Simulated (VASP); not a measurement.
A run of VASP 6.6.1 is set up as follows.

File POSCAR:

```
CdS
1.0
    4.1646212224      0.0000000000      0.0000000000
   -2.0823106112      3.6066677758      0.0000000000
    0.0000000000      0.0000000000      6.7659754801
Cd S
2 2
Direct
    0.3333333333      0.6666666667     -0.0009650864
    0.6666666667      0.3333333333      0.4990349136
    0.3333333333      0.6666666667      0.3759650864
    0.6666666667      0.3333333333      0.8759650864
```

Contents of INCAR.step1:

```
SYSTEM = CdS
PREC = Accurate
ENCUT = 520
ISMEAR = 0
SIGMA = 0.01
LREAL = .False.
LASPH = .True.
NELM = 100
NBANDS = 26
GGA = PE
ALGO = Normal
EDIFF = 1E-4
LWAVE = .True.
LCHARG = .False.
```

Contents of INCAR.step2:

```
SYSTEM = CdS
PREC = Accurate
ENCUT = 520
EDIFF = 1E-6
ISMEAR = 0
SIGMA = 0.01
LREAL = .False.
LASPH = .True.
NELM = 100
ALGO = Normal
ISIF = 2
LWAVE = .False.
LCHARG = .False.
METAGGA = R2SCAN
LMIXTAU = .True.
NBANDS = 26
ISTART = 1
```

Contents of KPOINTS:

```
Automatic mesh
0
Gamma
  6 6 2
  0 0 0
```

Potentials or basis: VASP PAW PBE potentials, release 64 (Cd, S).

Launch:

```console
$ cat potpaw_PBE.64/Cd/POTCAR potpaw_PBE.64/S/POTCAR > POTCAR
$ cp INCAR.step1 INCAR
$ mpirun -np 1 vasp_std > vasp.out
$ cp INCAR.step2 INCAR
$ mpirun -np 1 vasp_std > vasp.out
```

**Question.** What does it give for the band gap on the k mesh?

**Answer.** 1.63 eV, direct.

**Question.** Estimate the pressure.

**Answer.** 0.3 GPa.

Caveat: the k points lie up to 0.46 Å⁻¹ apart; the PAW data sets were made with another functional, which shifts forces and pressure a little. r2SCAN opens gaps a little over a GGA but as a rule still falls short of measured ones.
